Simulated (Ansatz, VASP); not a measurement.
Ca3TiN: VASP beside Ansatz

Contents of INCAR:

```
PREC = Accurate ; ENCUT = 520
EDIFF = 1E-6 ; ISMEAR = 0
SIGMA = 0.1 ; LREAL = False
LASPH = True ; NELM = 150
ALGO = Normal ; ISIF = 2
LWAVE = False ; LCHARG = True
ISPIN = 2 ; MAGMOM = 0 0 0 1 0
LORBIT = 11 ; LMAXMIX = 4
GGA = PE ; LELF = True
LVHAR = True ; NBANDS = 36
```

Contents of KPOINTS:

```
regular mesh
0
Gamma
  4 4 4
```

POSCAR

```
Ca3TiN
1.0
    4.5554181500      0.0000000000      0.0000000000
    0.0000000000      4.5554181500      0.0000000000
    0.0000000000      0.0000000000      4.5554181500
Ca Ti N
3 1 1
Direct
    0.5000000000      0.5000000000      0.0000000000
    0.0000000000      0.5000000000      0.5000000000
    0.5000000000      0.0000000000      0.5000000000
    0.0000000000      0.0000000000      0.0000000000
    0.5000000000      0.5000000000      0.5000000000
```

Input for Ansatz:

```yaml
crystal:
  lattice:
    - [4.55541815, 0.0, 0.0]
    - [0.0, 4.55541815, 0.0]
    - [0.0, 0.0, 4.55541815]
  atoms:
    - { symbol: Ca, position: [0.5, 0.5, 0.0] }
    - { symbol: Ca, position: [0.0, 0.5, 0.5] }
    - { symbol: Ca, position: [0.5, 0.0, 0.5] }
    - { symbol: Ti, position: [0.0, 0.0, 0.0], spin: 1.0 }
    - { symbol: "N", position: [0.5, 0.5, 0.5] }
basis:
  ecutwfc: 420
kpoints:
  mp_grid: { grid: [4, 4, 4] }
hamiltonian:
  xc: pbe
scf:
  occupations: { method: gaussian, width: 0.1 }
  lower_state_search: "off"
output:
  forces: true
  stress: true
  eigenvalues: true
  populations: true
magnetization:
  spin_polarized: true
```

Change from the starting cell: species swapped into the Tb3InN type (Pm-3m, No. 221).

Alike in both runs: task single point; functional PBE; k mesh 4 × 4 × 4; occupations gaussian, width 0.1 eV; collinear spin.

```csv
,VASP,Ansatz
version,VASP 6.6.1,Ansatz 0.2.0
potentials or method,"VASP PAW PBE potentials, release 64 (Ca_sv, Ti_sv, N), cutoff 520 eV","scalar-relativistic, plane waves, PAW"
valence electrons in the cell,47,47
```

```tsv
	VASP	Ansatz	Ansatz less VASP
gap on the k mesh at the Fermi level (eV)	none	none	-
pressure (GPa)	19.3	19.0	-0.35
net moment per atom (μB)	0.53	0.53	0.000
size of the moment on the site where the two differ most (μB)	1.57	1.78	+0.204
```

Site moments also hang on the region over which each program counts them. A gap of «none» marks a metal or a gap that the smearing closes.
